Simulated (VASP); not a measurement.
Wanted: the native input for a VASP 6.6.1 run.

```yaml
Task: single point
Functional: PBE
Potentials_or_basis: VASP PAW PBE potentials, release 64 (Li_sv, Sb)
Cutoff: 520 eV
k_mesh: 12 × 12 × 14
Occupations: gaussian, width 0.1 eV
Spin: no spin polarisation
Dipole_correction: no
Further_INCAR_settings: ALGO = Normal; EDIFF = 1e-07; NBANDS = 14
```

The structure of LiSb2 lies in POSCAR:

```
LiSb2
1.0
    5.3405406490      0.0000000000      0.0000000000
   -2.6702703245      4.6250438720      0.0000000000
    0.0000000000      0.0000000000      3.1631007226
Li Sb
1 2
Direct
    0.0000000000      0.0000000000      0.0000000000
    0.3333333333      0.6666666667      0.5000000000
    0.6666666667      0.3333333333      0.5000000000
```

The input as run:

INCAR

```
  PREC = Accurate
  ENCUT = 520
  EDIFF = 1E-7
  ISMEAR = 0
  SIGMA = 0.1
  LREAL = False
  LASPH = True
  NELM = 100
  ALGO = Normal
  ISIF = 2
  LWAVE = False
  LCHARG = False
  GGA = PE
  NBANDS = 14
```

KPOINTS

```
Automatic mesh
0
Gamma
  12 12 14
```

Potentials or basis: VASP PAW PBE potentials, release 64 (Li_sv, Sb).

Run with:

```bash
$ cat potpaw_PBE.64/Li_sv/POTCAR potpaw_PBE.64/Sb/POTCAR > POTCAR
$ mpirun -np 1 vasp_std > vasp.out
```

It gave:

```json
{
 "Band gap on the k mesh": "zero (an odd number of electrons rules out a gap without spin polarisation)"
}
```

Caveat: spin-orbit coupling is left out, which moves the levels of the heavy elements.

Run time: 46 s on 1 thread of Intel(R) Xeon(R) 6975P-C (Granite Rapids), with other jobs on the host, peak memory 0.29 GiB.
